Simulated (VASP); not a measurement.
Wanted: the native input for a VASP 6.6.1 run.

```yaml
Task: single point
Functional: PBE
Potentials_or_basis: VASP PAW PBE potentials, release 64 (Ir)
Cutoff: 520 eV
k_mesh: 12 × 13 × 11
Occupations: gaussian, width 0.011 eV
Spin: no spin polarisation
Dipole_correction: no
Further_INCAR_settings: ALGO = Normal; EDIFF = 1e-06; NBANDS = 10
```

The structure of Ir lies in POSCAR:

```
Ir
1.0
    0.0644692700      1.8373557400      1.7560488600
    1.9418131400      0.0774349900      1.7430831500
    2.1728248700      2.0554017600     -0.1535767500
Ir
1
Direct
    0.0000000000      0.0000000000      0.0000000000
```

The input as run:

INCAR

```
SYSTEM = Ir
PREC = Accurate
ENCUT = 520
EDIFF = 1E-6
ISMEAR = 0
SIGMA = 0.011
LREAL = .False.
LASPH = .True.
NELM = 80
ALGO = Normal
ISIF = 2
LWAVE = .False.
LCHARG = .True.
GGA = PE
LELF = .True.
LVHAR = .True.
NBANDS = 10
```

KPOINTS

```
Automatic mesh
0
Gamma
  12 13 11
  0 0 0
```

Potentials or basis: VASP PAW PBE potentials, release 64 (Ir).

Run with:

```console
$ cat potpaw_PBE.64/Ir/POTCAR > POTCAR
$ mpirun -np 1 vasp_std > vasp.out
```

It gave:

```json
{
  "Pressure": "29.3 GPa",
  "Band gap on the k mesh": "zero (an odd number of electrons rules out a gap without spin polarisation)"
}
```

Caveat: the cell stands under pressure; spin-orbit coupling is left out, which moves the levels of the heavy elements.

Run time: 2.1 min on 1 thread of Intel Xeon 8259CL, on a shared host, peak memory 0.24 GiB.
